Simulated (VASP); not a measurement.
The system is FeS2.

```xyz
12
Lattice="5.4178 0.0000 0.0000 0.0000 5.4178 0.0000 0.0000 0.0000 5.4178" Properties=species:S:1:pos:R:3 pbc="T T T"
Fe    0.0000    0.0000    0.0000
Fe    2.7089    0.0000    2.7089
Fe    2.7089    2.7089    0.0000
Fe    0.0000    2.7089    2.7089
S     2.0849    2.0849    2.0849
S     0.6240    3.3329    4.7938
S     4.7938    0.6240    3.3329
S     3.3329    4.7938    0.6240
S     3.3329    3.3329    3.3329
S     4.7938    2.0849    0.6240
S     0.6240    4.7938    2.0849
S     2.0849    0.6240    4.7938
```

Base run:

* Program: VASP 6.6.1
* Functional: PBE
* Potentials or basis: VASP PAW PBE potentials, release 64 (Fe, S)
* Cutoff: 600 eV
* k mesh: 5 × 5 × 5
* Occupations: fermi-dirac, width 0.05 eV
* Spin: no spin polarisation
* Hubbard terms: Fe d U = 4.0 eV

Its results: band gap on the k mesh 1.45 eV (least direct gap 1.49 eV); pressure 5.0 GPa; largest force 0.585 eV/Å.

**Question.** The run is repeated on the same cell with these changes: spin from no spin polarisation to collinear spin, ferromagnetic start; further incar settings from ALGO = Normal; EDIFF = 1e-06; NBANDS = 52 to ALGO = Normal; EDIFF = 1e-06; NBANDS = 56. What comes out?

**Answer.** Band gap on the k mesh zero (filled and empty bands overlap); pressure 20.5 GPa; net moment 7.98 μB per cell; site moments Fe +2.20; S -0.09 μB; largest force 0.704 eV/Å.

Caveats: the cell stands under pressure; an odd mesh through Γ misses points on the zone boundary, where band edges can lie (at least some runs).
